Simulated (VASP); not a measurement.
A run of VASP 6.6.1:

File INCAR:

```
SYSTEM = CsI
PREC = Accurate
ENCUT = 500
EDIFF = 1E-6
ISMEAR = -1
SIGMA = 0.05
LREAL = .False.
LASPH = .True.
NELM = 120
ALGO = Normal
ISIF = 2
LWAVE = .False.
LCHARG = .False.
GGA = CA
NBANDS = 15
GGA_COMPAT = .False.
```

File KPOINTS:

```
regular mesh
0
Gamma
  6 6 6
  0 0 0
```

The input POSCAR:

```
CsI
1.0
    4.4018176864      0.0000000000      0.0000000000
    0.0000000000      4.4018176864      0.0000000000
    0.0000000000      0.0000000000      4.4018176864
Cs I
1 1
Direct
    0.0000000000      0.0000000000      0.0000000000
    0.5000000000      0.5000000000      0.5000000000
```

Potentials or basis: VASP PAW LDA potentials, release 64 (Cs_sv, I).

Run with:

```sh
$ cat potpaw_LDA.64/Cs_sv/POTCAR potpaw_LDA.64/I/POTCAR > POTCAR
$ mpirun -np 1 vasp_std > vasp.out
```

Hardware: 1 thread of Intel Xeon 8259CL, with other jobs on the host.

Q: How long does it take, and how much memory?

A: It took 23 s on 1 thread of Intel Xeon 8259CL (shared host), peak memory 0.16 GiB. Counts: scf iterations 13, k points 20.
